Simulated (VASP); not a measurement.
# Fe (Fm-3m) in VASP: further runs

Runs on Fe. Level: PBE. Tasks: single point.

Everything below comes from runs of VASP 6.6.1. Logs are shortened: lines on timing, memory, paths and dates and some standing lists are left out, and cuts for length are marked.

### Step 1. The cell of the first run

The structure is cubic, space group Fm-3m (No. 225). Conventional cell: a = 3.555 Å, b = 3.555 Å, c = 3.555 Å, α = 90.00°, β = 90.00°, γ = 90.00°. Within 3.3 Å of Fe (site symmetry m-3m) lie 12 Fe at 2.51 Å.

### Step 2. Single point, PBE, collinear spin, ferromagnetic start

INCAR

```
  ALGO = Normal
  EDIFF = 1E-6
  ENCUT = 520
  GGA = PE
  ISIF = 2
  ISMEAR = -1
  ISPIN = 2
  LASPH = True
  LCHARG = False
  LMAXMIX = 4
  LORBIT = 11
  LREAL = False
  LWAVE = False
  MAGMOM = 4
  NBANDS = 14
  NELM = 150
  PREC = Accurate
  SIGMA = 0.1
```

KPOINTS

```
k-points
0
Gamma
  13 13 13
```

POSCAR

```
Fe
1.0
    0.0000000000      1.7775000000      1.7775000000
    1.7775000000      0.0000000000      1.7775000000
    1.7775000000      1.7775000000      0.0000000000
Fe
1
Direct
    0.0000000000      0.0000000000      0.0000000000
```

Potentials or basis: VASP PAW PBE potentials, release 64 (Fe).

On the command line:

```
$ cat potpaw_PBE.64/Fe/POTCAR > POTCAR
$ mpirun -np 1 vasp_std > vasp.out
```

OUTCAR:

```text
EDIFF = 1E-6
   ENCUT = 520
   GGA = PE
   ISIF = 2
   ISMEAR = -1
   ISPIN = 2
   LASPH = True
   LORBIT = 11
   LREAL = False
   NELM = 150
   PREC = Accurate

 ion  position               nearest neighbor table
   1  0.000  0.000  0.000-

  LATTYP: Found a face centered cubic cell.
 ALAT       =     3.5550000000

  Lattice vectors:

 A1 = (   0.0000000000,   1.7775000000,   1.7775000000)
 A2 = (   1.7775000000,   0.0000000000,   1.7775000000)
 A3 = (   1.7775000000,   1.7775000000,   0.0000000000)

Analysis of symmetry for initial positions (statically):
=====================================================================
 Subroutine PRICEL returns:
 Original cell was already a primitive cell.

 Routine SETGRP: Setting up the symmetry group for a
 face centered cubic supercell.

 Subroutine GETGRP returns: Found 48 space group operations
 (whereof 48 operations were pure point group operations)
 out of a pool of 48 trial point group operations.

The static configuration has the point symmetry O_h .

Analysis of symmetry for dynamics (positions and initial velocities):
=====================================================================
 Subroutine PRICEL returns:
 Original cell was already a primitive cell.

 Routine SETGRP: Setting up the symmetry group for a
 face centered cubic supercell.

 Subroutine GETGRP returns: Found 48 space group operations
 (whereof 48 operations were pure point group operations)
 out of a pool of 48 trial point group operations.

The dynamic configuration has the point symmetry O_h .

Analysis of structural, dynamic, and magnetic symmetry:
=====================================================================
 Subroutine PRICEL returns:
 Original cell was already a primitive cell.

 Routine SETGRP: Setting up the symmetry group for a
 face centered cubic supercell.

 Subroutine GETGRP returns: Found 48 space group operations
 (whereof 48 operations were pure point group operations)
 out of a pool of 48 trial point group operations.

The overall configuration has the point symmetry O_h .

 Subroutine INISYM returns: Found 48 space group operations
 (whereof 48 operations are pure point group operations),
 and found     1 'primitive' translations

----------------------------------------------------------------------------------------

                                     Primitive cell

  volume of cell :      11.2320

  direct lattice vectors                    reciprocal lattice vectors
     0.000000000  1.777500000  1.777500000    -0.281293952  0.281293952  0.281293952
     1.777500000  0.000000000  1.777500000     0.281293952 -0.281293952  0.281293952
     1.777500000  1.777500000  0.000000000     0.281293952  0.281293952 -0.281293952

  length of vectors
     2.513764607  2.513764607  2.513764607     0.487215417  0.487215417  0.487215417

  position of ions in fractional coordinates (direct lattice)
     0.000000000  0.000000000  0.000000000

  ion indices of the primitive-cell ions
   primitive index   ion index
                 1           1

----------------------------------------------------------------------------------------

 KPOINTS: k-points

Automatic generation of k-mesh.
 Grid dimensions read from file:
 generate k-points for:   13   13   13

 Generating k-lattice:

  Cartesian coordinates                     Fractional coordinates (reciprocal lattice)
    -0.021637996  0.021637996  0.021637996     0.076923077  0.000000000  0.000000000
     0.021637996 -0.021637996  0.021637996     0.000000000  0.076923077  0.000000000
     0.021637996  0.021637996 -0.021637996     0.000000000  0.000000000  0.076923077

  Length of vectors
     0.037478109  0.037478109  0.037478109

  Shift w.r.t. Gamma in fractional coordinates (k-lattice)
     0.000000000  0.000000000  0.000000000

 Subroutine IBZKPT returns following result:
 ===========================================

 Found     84 irreducible k-points:

 Following reciprocal coordinates:
            Coordinates               Weight
  0.000000  0.000000  0.000000      1.000000
  0.076923  0.000000  0.000000      8.000000
  0.153846  0.000000  0.000000      8.000000
  0.230769  0.000000  0.000000      8.000000
  0.307692  0.000000  0.000000      8.000000
  0.384615  0.000000  0.000000      8.000000
[... 16 lines left out ...]
  0.384615  0.153846  0.000000     24.000000
  0.461538  0.153846  0.000000     24.000000
 [... further k-points ...]
   k-points           NKPTS =     84   k-points in BZ     NKDIM =     84   number of bands    NBANDS=     14
   number of dos      NEDOS =    301   number of ions     NIONS =      1
   total plane-waves  NPLWV =   8000
   dimension x,y,z NGX =    20 NGY =   20 NGZ =   20
   dimension x,y,z NGXF=    40 NGYF=   40 NGZF=   40
   ions per type =               1
   NGX,Y,Z   is equivalent  to a cutoff of  13.23, 13.23, 13.23 a.u.
   NGXF,Y,Z  is equivalent  to a cutoff of  26.45, 26.45, 26.45 a.u.
 SYSTEM =  unknown system
   PREC   = accura    normal or accurate (medium, high low for compatibility)
   ISTART =      0    job   : 0-new  1-cont  2-samecut
   ICHARG =      2    charge: 1-file 2-atom 10-const
   ISPIN  =      2    spin polarized calculation?
   LNONCOLLINEAR =      F non collinear calculations
   LSORBIT =      F    spin-orbit coupling
   LASPH  =      T    aspherical Exc in radial PAW
   ENCUT  =  520.0 eV  38.22 Ry    6.18 a.u.   4.67  4.67  4.67*2*pi/ulx,y,z
   NELM   =    150;   NELMIN=  2; NELMDL= -5     # of ELM steps
   EDIFF  = 0.1E-05   stopping-criterion for ELM
   LREAL  =      F    real-space projection
   EDIFFG = 0.1E-04   stopping-criterion for IOM
   NSW    =      0    number of steps for IOM
   IBRION =     -1    ionic relax: 0-MD 1-quasi-New 2-CG
   NFREE  =      0    steps in history (QN), initial steepest desc. (CG)
   ISIF   =      2    stress and relaxation
   ISYM   =      2    0-nonsym 1-usesym 2-fastsym
   POTIM  = 0.5000    time-step for ionic-motion
   TEBEG  =    0.0;   TEEND  =   0.0 temperature during run
   PSTRESS=    0.0 pullay stress
   NELECT =       8.0000    total number of electrons
   NUPDOWN=      -1.0000    fix difference up-down
   EMIN   =  10.00;   EMAX   =-10.00  energy-range for DOS
   EFERMI =   0.00;   METHOD = LEGACY
   ISMEAR =    -1;   SIGMA  =   0.10  broadening in eV -4-tet -1-fermi 0-gaus
   EFERMI_NEDOS =   21; number of points for ismear=-14 and -15
   IALGO  =     38    algorithm
   IMIX   =      4    mixing-type and parameters
     AMIX     =   0.40;   BMIX     =  1.00
     AMIX_MAG =   1.60;   BMIX_MAG =  1.00
  volume/ion in A,a.u.               =      11.23        75.80
  Fermi-wavevector in a.u.,A,eV,Ry     =   1.462015  2.762808 29.082296  2.137488
  Thomas-Fermi vector in A             =   2.578279
   LORBIT       =     11    0 simple, 1 ext, 2 COOP (PROOUT), +10 PAW based schemes
   GGA     = PE    functional components
   LHFCALC =     F    Hartree Fock is set to
   AEXX    =    0.0000 exact exchange contribution
   IVDW    =     0    specifies the selected vdW correction
   LEPSILON=     F    determine dielectric tensor
   LRPA    =     F    only Hartree local field effects (RPA)
 spin polarized calculation
  energy-cutoff  :      520.00
  volume of cell :       11.23
 maximum number of plane-waves:       314
   NGX =  9   NGY =  9   NGZ =  9

 number of electron       7.9999994 magnetization       1.4156650

 Free energy of the ion-electron system (eV)
  ---------------------------------------------------
  ext. energy  EPLUGINS =         0.00000000
  ---------------------------------------------------
  free energy    TOTEN  =        -8.09805963 eV

  energy without entropy =       -8.03896955  energy(sigma->0) =       -8.06851459

 E-fermi :   5.9189     XC(G=0): -13.2074

 val. band max:        5.9142990683   @ k =   0.3846   0.3077   0.0000
 cond. band min:       5.9208590942   @ k =   0.4615   0.3846   0.0769
 fundamental gap:      0.0065600259
 Fermi energy:         5.9189349656

 spin component 1

 k-point     1 :       0.0000    0.0000    0.0000
  band No.  band energies     occupation
      1      -2.5510      1.00000
      2       3.9711      1.00000
      3       3.9711      1.00000
      4       3.9711      1.00000
      5       4.9228      0.99995
      6       4.9228      0.99995
      7      28.4633      0.00000
      8      33.0500      0.00000
      9      33.0500      0.00000
     10      33.0500      0.00000
     11      36.1873      0.00000
     12      36.1873      0.00000
     13      36.1873      0.00000
     14      38.4257      0.00000
[... 375 lines left out ...]
 k-point    24 :       0.4615    0.1538    0.0000
  band No.  band energies     occupation
      1       1.6173      1.00000
      2       3.1406      1.00000
      3       3.9844      1.00000
      4       4.1730      1.00000
      5       6.0827      0.16275
      6       7.5431      0.00000
      7      14.8630      0.00000
      8      24.6677      0.00000
      9      26.7110      0.00000
     10      28.6838      0.00000
     11      37.7032      0.00000
     12      38.1734      0.00000
     13      41.5367      0.00000
     14      45.0670      0.00000

 [... further k-points ...]

 spin component 2

 k-point     1 :       0.0000    0.0000    0.0000
  band No.  band energies     occupation
      1      -2.4267      1.00000
      2       5.0706      0.99979
      3       5.0707      0.99979
      4       5.0707      0.99979
      5       6.9055      0.00005
      6       6.9056      0.00005
      7      28.2259      0.00000
      8      33.3496      0.00000
      9      33.3496      0.00000
     10      33.3496      0.00000
     11      36.5090      0.00000
     12      36.5090      0.00000
     13      36.5090      0.00000
     14      37.9844      0.00000
[... 375 lines left out ...]
 k-point    24 :       0.4615    0.1538    0.0000
  band No.  band energies     occupation
      1       2.2548      1.00000
      2       4.3145      1.00000
      3       4.9735      0.99992
      4       5.6997      0.89952
      5       7.6904      0.00000
      6       8.6253      0.00000
      7      15.4771      0.00000
      8      24.9068      0.00000
      9      27.1214      0.00000
     10      28.9354      0.00000
     11      37.8843      0.00000
     12      38.4766      0.00000
     13      41.9173      0.00000
     14      45.4064      0.00000

 [... further k-points ...]
[... 5 lines left out ...]
  --------------------------------------------------------------------------------------
  -------------------------------------------------------------------------------------
  Total       -0.6273935     -0.6273935     -0.6273935     -0.0000000      0.0000000      0.0000000
  in kB      -89.4935559    -89.4935559    -89.4935559     -0.0000000      0.0000000      0.0000000
  external PRESSURE =     -89.4935559 kB  Pullay stress =       0.0000000 kB

 VOLUME and BASIS-vectors are now :
 -----------------------------------------------------------------------------
  energy-cutoff  :      520.00
  volume of cell :       11.23
      direct lattice vectors                 reciprocal lattice vectors
     0.000000000  1.777500000  1.777500000    -0.281293952  0.281293952  0.281293952
     1.777500000  0.000000000  1.777500000     0.281293952 -0.281293952  0.281293952
     1.777500000  1.777500000  0.000000000     0.281293952  0.281293952 -0.281293952

 POSITION                                       TOTAL-FORCE (eV/Angst)
 -----------------------------------------------------------------------------------
      0.00000      0.00000      0.00000        -0.000000      0.000000     -0.000000
 -----------------------------------------------------------------------------------
    total drift:                               -0.000000     -0.000000     -0.000000

  FREE ENERGIE OF THE ION-ELECTRON SYSTEM (eV)
  ---------------------------------------------------
  free  energy   TOTEN  =        -8.0980596262 eV

  energy  without entropy=       -8.0389695543  energy(sigma->0) =       -8.06851459

 total charge

# of ion       s       p       d       tot
------------------------------------------
    1        0.494   0.546   6.248   7.288

 magnetization (x)

# of ion       s       p       d       tot
------------------------------------------
    1       -0.010  -0.030   1.450   1.409
```

Run time: 28 s. Hardware: 1 thread of AMD EPYC 9R14 (Zen 4), shared host; peak memory 0.11 GiB.

What came out:

```
Free energy                                           : -8.0981 eV
Pressure                                              : -8.9 GPa
Net moment                                            : 1.42 μB per cell
Site moments                                          : Fe +1.41 μB
Valence electrons inside the program's atomic spheres : Fe 7.29
```

### Step 3. Single point, PBE, collinear spin, ferromagnetic start

Changes to INCAR since step 2:

```diff
@@ -2,4 +2,5 @@
   EDIFF = 1E-6
-  ENCUT = 520
+  ENCUT = 600
   GGA = PE
+  GGA_COMPAT = False
   ISIF = 2
@@ -14,4 +15,4 @@
   MAGMOM = 4
-  NBANDS = 14
-  NELM = 150
+  NBANDS = 18
+  NELM = 200
   PREC = Accurate
```

KPOINTS is that of step 2.

POSCAR is that of step 2.

Potentials or basis: VASP PAW PBE potentials, release 64 (Fe_sv).

On the command line:

```
$ cat potpaw_PBE.64/Fe_sv/POTCAR > POTCAR
$ mpirun -np 1 vasp_std > vasp.out
```

It took 22 s on 1 thread of Intel Xeon 6975P-C (Granite Rapids), shared host; peak memory 0.15 GiB.

It converged, with:

* Free energy: -8.2169 eV
* Pressure: -13.0 GPa
* Net moment: 1.32 μB per cell
* Site moments: Fe +1.32 μB
* Valence electrons inside the program's atomic spheres: Fe 13.74

Levels at points of the mesh, in eV from the Fermi level:
Spin up:
| k point | band 7 | band 8 | band 9 | band 10 | band 11 | band 12 |
| --- | --- | --- | --- | --- | --- | --- |
| (0.00, 0.00, 0.00) | -1.92 | -1.92 | -0.97 | -0.97 | 21.95 | 26.69 |
Spin down:
```csv
k point,band 3,band 4,band 5,band 6,band 7,band 8,band 9,band 10,band 11,band 12
"(0.00, 0.00, 0.00)",-52.01,-52.01,-8.44,-0.92,-0.92,-0.92,0.94,0.94,21.73,26.95
```

Caveat: the moment fell far below its start of 4 μB, so a state of higher moment may lie lower in energy.
